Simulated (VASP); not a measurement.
# Ga (Pm-3m) in VASP: notebook

Ga is run at these levels: PBE; tasks: single point.

Everything below comes from runs of VASP 6.6.1. Logs are shortened: lines on timing, memory, paths and dates and some standing lists are left out, and cuts for length are marked.

### 1 The cell of the first run

The structure is cubic, space group Pm-3m (No. 221). Conventional cell: a = 2.720 Å, b = 2.720 Å, c = 2.720 Å, α = 90.00°, β = 90.00°, γ = 90.00°. Ga (site symmetry m-3m) has 6 Ga at 2.72 Å within 3.6 Å.

### 2 Single point, PBE

The input, INCAR:

```
SYSTEM = Ga
ALGO     = Normal         ! electronic algorithm
EDIFF    = 1E-7           ! SCF threshold, eV
ENCUT    = 520            ! plane-wave cutoff, eV
GGA      = PE             ! functional
ISIF     = 2              ! what is computed and relaxed
ISMEAR   = -1             ! smearing method
LASPH    = .True.         ! aspherical terms in the spheres
LCHARG   = .True.         ! write CHGCAR
LELF     = .True.         ! ELF
LREAL    = .False.        ! projectors in reciprocal space
LVHAR    = .True.       
LWAVE    = .False.        ! write WAVECAR
NBANDS   = 12             ! bands
NELM     = 60             ! most SCF steps
PREC     = Accurate       ! precision mode
SIGMA    = 0.06122561905347299 ! smearing width, eV
```

The input, KPOINTS:

```
k-points
0
Gamma
  14 14 14
  0 0 0
```

The input, POSCAR:

```
Ga
1.0
    2.7201811983      0.0000000000      0.0000000000
    0.0000000000      2.7201811983      0.0000000000
    0.0000000000      0.0000000000      2.7201811983
Ga
1
Direct
    0.0000000000      0.0000000000      0.0000000000
```

Potentials or basis: VASP PAW PBE potentials, release 64 (Ga_d).

On the command line:

```sh
cat potpaw_PBE.64/Ga_d/POTCAR > POTCAR
mpirun -np 1 vasp_std > vasp.out
```

OUTCAR:

```text
SYSTEM = Ga
   EDIFF = 1E-7
   ENCUT = 520
   GGA = PE
   ISIF = 2
   ISMEAR = -1
   LASPH = .True.
   LREAL = .False.
   NELM = 60
   PREC = Accurate

 ion  position               nearest neighbor table
   1  0.000  0.000  0.000-

  LATTYP: Found a simple cubic cell.
 ALAT       =     2.7201811983

  Lattice vectors:

 A1 = (   2.7201811983,   0.0000000000,   0.0000000000)
 A2 = (   0.0000000000,   2.7201811983,   0.0000000000)
 A3 = (   0.0000000000,   0.0000000000,   2.7201811983)

Analysis of symmetry for initial positions (statically):
=====================================================================
 Subroutine PRICEL returns:
 Original cell was already a primitive cell.

 Routine SETGRP: Setting up the symmetry group for a
 simple cubic supercell.

 Subroutine GETGRP returns: Found 48 space group operations
 (whereof 48 operations were pure point group operations)
 out of a pool of 48 trial point group operations.

The static configuration has the point symmetry O_h .

Analysis of symmetry for dynamics (positions and initial velocities):
=====================================================================
 Subroutine PRICEL returns:
 Original cell was already a primitive cell.

 Routine SETGRP: Setting up the symmetry group for a
 simple cubic supercell.

 Subroutine GETGRP returns: Found 48 space group operations
 (whereof 48 operations were pure point group operations)
 out of a pool of 48 trial point group operations.

The dynamic configuration has the point symmetry O_h .

 Subroutine INISYM returns: Found 48 space group operations
 (whereof 48 operations are pure point group operations),
 and found     1 'primitive' translations

----------------------------------------------------------------------------------------

                                     Primitive cell

  volume of cell :      20.1277

  direct lattice vectors                    reciprocal lattice vectors
     2.720181198  0.000000000  0.000000000     0.367622569  0.000000000  0.000000000
     0.000000000  2.720181198  0.000000000     0.000000000  0.367622569  0.000000000
     0.000000000  0.000000000  2.720181198     0.000000000  0.000000000  0.367622569

  length of vectors
     2.720181198  2.720181198  2.720181198     0.367622569  0.367622569  0.367622569

  position of ions in fractional coordinates (direct lattice)
     0.000000000  0.000000000  0.000000000

  ion indices of the primitive-cell ions
   primitive index   ion index
                 1           1

----------------------------------------------------------------------------------------

 KPOINTS: k-points

Automatic generation of k-mesh.
 Grid dimensions read from file:
 generate k-points for:   14   14   14

 Generating k-lattice:

  Cartesian coordinates                     Fractional coordinates (reciprocal lattice)
     0.026258755  0.000000000  0.000000000     0.071428571  0.000000000  0.000000000
     0.000000000  0.026258755  0.000000000     0.000000000  0.071428571  0.000000000
     0.000000000  0.000000000  0.026258755     0.000000000  0.000000000  0.071428571

  Length of vectors
     0.026258755  0.026258755  0.026258755

  Shift w.r.t. Gamma in fractional coordinates (k-lattice)
     0.000000000  0.000000000  0.000000000

 Subroutine IBZKPT returns following result:
 ===========================================

 Found    120 irreducible k-points:

 Following reciprocal coordinates:
            Coordinates               Weight
  0.000000  0.000000  0.000000      1.000000
  0.071429  0.000000  0.000000      6.000000
  0.142857  0.000000  0.000000      6.000000
  0.214286  0.000000  0.000000      6.000000
  0.285714  0.000000  0.000000      6.000000
  0.357143  0.000000  0.000000      6.000000
[... 16 lines left out ...]
  0.285714  0.214286  0.000000     24.000000
  0.357143  0.214286  0.000000     24.000000
 [... further k-points ...]
   k-points           NKPTS =    120   k-points in BZ     NKDIM =    120   number of bands    NBANDS=     12
   number of dos      NEDOS =    301   number of ions     NIONS =      1
   total plane-waves  NPLWV =   8000
   dimension x,y,z NGX =    20 NGY =   20 NGZ =   20
   dimension x,y,z NGXF=    40 NGYF=   40 NGZF=   40
   ions per type =               1
   NGX,Y,Z   is equivalent  to a cutoff of  12.22, 12.22, 12.22 a.u.
   NGXF,Y,Z  is equivalent  to a cutoff of  24.45, 24.45, 24.45 a.u.
 SYSTEM =  Ga
   PREC   = accura    normal or accurate (medium, high low for compatibility)
   ISTART =      0    job   : 0-new  1-cont  2-samecut
   ICHARG =      2    charge: 1-file 2-atom 10-const
   ISPIN  =      1    spin polarized calculation?
   LNONCOLLINEAR =      F non collinear calculations
   LSORBIT =      F    spin-orbit coupling
   LASPH  =      T    aspherical Exc in radial PAW
   ENCUT  =  520.0 eV  38.22 Ry    6.18 a.u.   5.06  5.06  5.06*2*pi/ulx,y,z
   NELM   =     60;   NELMIN=  2; NELMDL= -5     # of ELM steps
   EDIFF  = 0.1E-06   stopping-criterion for ELM
   LREAL  =      F    real-space projection
   EDIFFG = 0.1E-05   stopping-criterion for IOM
   NSW    =      0    number of steps for IOM
   IBRION =     -1    ionic relax: 0-MD 1-quasi-New 2-CG
   NFREE  =      0    steps in history (QN), initial steepest desc. (CG)
   ISIF   =      2    stress and relaxation
   ISYM   =      2    0-nonsym 1-usesym 2-fastsym
   POTIM  = 0.5000    time-step for ionic-motion
   TEBEG  =    0.0;   TEEND  =   0.0 temperature during run
   PSTRESS=    0.0 pullay stress
   NELECT =      13.0000    total number of electrons
   NUPDOWN=      -1.0000    fix difference up-down
   EMIN   =  10.00;   EMAX   =-10.00  energy-range for DOS
   EFERMI =   0.00;   METHOD = LEGACY
   ISMEAR =    -1;   SIGMA  =   0.06  broadening in eV -4-tet -1-fermi 0-gaus
   EFERMI_NEDOS =   21; number of points for ismear=-14 and -15
   IALGO  =     38    algorithm
   IMIX   =      4    mixing-type and parameters
     AMIX     =   0.40;   BMIX     =  1.00
     AMIX_MAG =   1.60;   BMIX_MAG =  1.00
  volume/ion in A,a.u.               =      20.13       135.83
  Fermi-wavevector in a.u.,A,eV,Ry     =   1.415114  2.674178 27.246317  2.002548
  Thomas-Fermi vector in A             =   2.536586
   LORBIT       =      0    0 simple, 1 ext, 2 COOP (PROOUT), +10 PAW based schemes
   GGA     = PE    functional components
   LHFCALC =     F    Hartree Fock is set to
   AEXX    =    0.0000 exact exchange contribution
   IVDW    =     0    specifies the selected vdW correction
   LEPSILON=     F    determine dielectric tensor
   LRPA    =     F    only Hartree local field effects (RPA)
 non-spin polarized calculation
  energy-cutoff  :      520.00
  volume of cell :       20.13
 maximum number of plane-waves:       554
   NGX = 11   NGY = 11   NGZ = 11

 number of electron      13.0000027 magnetization

 Free energy of the ion-electron system (eV)
  ---------------------------------------------------
  ext. energy  EPLUGINS =         0.00000000
  ---------------------------------------------------
  free energy    TOTEN  =        -2.83305069 eV

  energy without entropy =       -2.82672915  energy(sigma->0) =       -2.82988992

 E-fermi :   4.7251     XC(G=0): -10.6164

 val. band max:        4.6775220274   @ k =   0.4286   0.2857   0.2857
 cond. band min:       4.7305709925   @ k =   0.3571   0.2857   0.0000
 fundamental gap:      0.0530489651
 Fermi energy:         4.7251371657

 k-point     1 :       0.0000    0.0000    0.0000
  band No.  band energies     occupation
      1     -10.3800      2.00000
      2     -10.3800      2.00000
      3      -9.8714      2.00000
      4      -9.8714      2.00000
      5      -9.8714      2.00000
      6      -5.8076      2.00000
      7      13.6517      0.00000
      8      13.6517      0.00000
      9      13.6517      0.00000
     10      16.5835      0.00000
     11      16.5835      0.00000
     12      19.0206      0.00000

 k-point     2 :       0.0714    0.0000    0.0000
  band No.  band energies     occupation
      1     -10.3781      2.00000
      2     -10.3628      2.00000
      3      -9.8784      2.00000
      4      -9.8784      2.00000
      5      -9.8708      2.00000
      6      -5.7046      2.00000
      7      12.0986      0.00000
      8      13.7590      0.00000
      9      13.7590      0.00000
     10      16.6713      0.00000
     11      17.6704      0.00000
     12      19.7382      0.00000

 k-point     3 :       0.1429    0.0000    0.0000
  band No.  band energies     occupation
      1     -10.3726      2.00000
      2     -10.3156      2.00000
      3      -9.8980      2.00000
      4      -9.8980      2.00000
      5      -9.8692      2.00000
      6      -5.3939      2.00000
      7       9.7194      0.00000
      8      14.0761      0.00000
      9      14.0761      0.00000
     10      16.9351      0.00000
     11      18.3897      0.00000
     12      22.1374      0.00000
[... 286 lines left out ...]
 k-point    23 :       0.2857    0.2143    0.0000
  band No.  band energies     occupation
      1     -10.2811      2.00000
      2     -10.0848      2.00000
      3     -10.0396      2.00000
      4      -9.9506      2.00000
      5      -9.9166      2.00000
      6      -3.2224      2.00000
      7       6.0427      0.00000
      8       9.1035      0.00000
      9      16.2060      0.00000
     10      18.1430      0.00000
     11      19.9199      0.00000
     12      26.4850      0.00000

 k-point    24 :       0.3571    0.2143    0.0000
  band No.  band energies     occupation
      1     -10.2693      2.00000
      2     -10.0756      2.00000
      3     -10.0186      2.00000
      4      -9.9776      2.00000
      5      -9.9136      2.00000
      6      -2.3081      2.00000
      7       4.1184      1.99990
      8       9.8863      0.00000
      9      16.5342      0.00000
     10      16.9829      0.00000
     11      20.5451      0.00000
     12      25.1597      0.00000

 [... further k-points ...]

------------------------ aborting loop because EDIFF is reached ----------------------------------------

  FORCE on cell =-STRESS in cart. coord.  units (eV):
  Direction    XX          YY          ZZ          XY          YZ          ZX
  --------------------------------------------------------------------------------------
  -------------------------------------------------------------------------------------
  Total        0.0119502      0.0119502      0.0119502      0.0000000      0.0000000      0.0000000
  in kB        0.9512452      0.9512452      0.9512452      0.0000000      0.0000000      0.0000000
  external PRESSURE =       0.9512452 kB  Pullay stress =       0.0000000 kB

 VOLUME and BASIS-vectors are now :
 -----------------------------------------------------------------------------
  energy-cutoff  :      520.00
  volume of cell :       20.13
      direct lattice vectors                 reciprocal lattice vectors
     2.720181198  0.000000000  0.000000000     0.367622569  0.000000000  0.000000000
     0.000000000  2.720181198  0.000000000     0.000000000  0.367622569  0.000000000
     0.000000000  0.000000000  2.720181198     0.000000000  0.000000000  0.367622569

 POSITION                                       TOTAL-FORCE (eV/Angst)
 -----------------------------------------------------------------------------------
      0.00000      0.00000      0.00000         0.000000      0.000000      0.000000
 -----------------------------------------------------------------------------------
    total drift:                               -0.000000      0.000000      0.000000

  FREE ENERGIE OF THE ION-ELECTRON SYSTEM (eV)
  ---------------------------------------------------
  free  energy   TOTEN  =        -2.8330506910 eV

  energy  without entropy=       -2.8267291507  energy(sigma->0) =       -2.82988992
```

It took 16 s on 1 thread of Intel Xeon 6975P-C, shared host; peak memory 0.14 GiB.

What came out:

```yaml
Free_energy: -2.8331 eV
Pressure: 0.1 GPa
```

Levels at points of the mesh, in eV from the Fermi level:
| k point | band 2 | band 3 | band 4 | band 5 | band 6 | band 7 | band 8 | band 9 | band 10 | band 11 |
| --- | --- | --- | --- | --- | --- | --- | --- | --- | --- | --- |
| (0.00, 0.00, 0.00) | -15.11 | -14.60 | -14.60 | -14.60 | -10.53 | 8.93 | 8.93 | 8.93 | 11.86 | 11.86 |
| (0.50, 0.00, 0.00) | -14.79 | -14.74 | -14.74 | -14.58 | -6.19 | -4.08 | 12.33 | 12.33 | 15.55 | 16.39 |
| (0.50, 0.50, 0.00) | -14.92 | -14.72 | -14.72 | -14.46 | -1.67 | -0.65 | -0.65 | 4.22 | 15.81 | 20.42 |
| (0.50, 0.50, 0.50) | -14.93 | -14.93 | -14.45 | -14.45 | 2.62 | 2.62 | 2.62 | 3.71 | 8.18 | 8.18 |

(Part 1 of 2 ends here.)
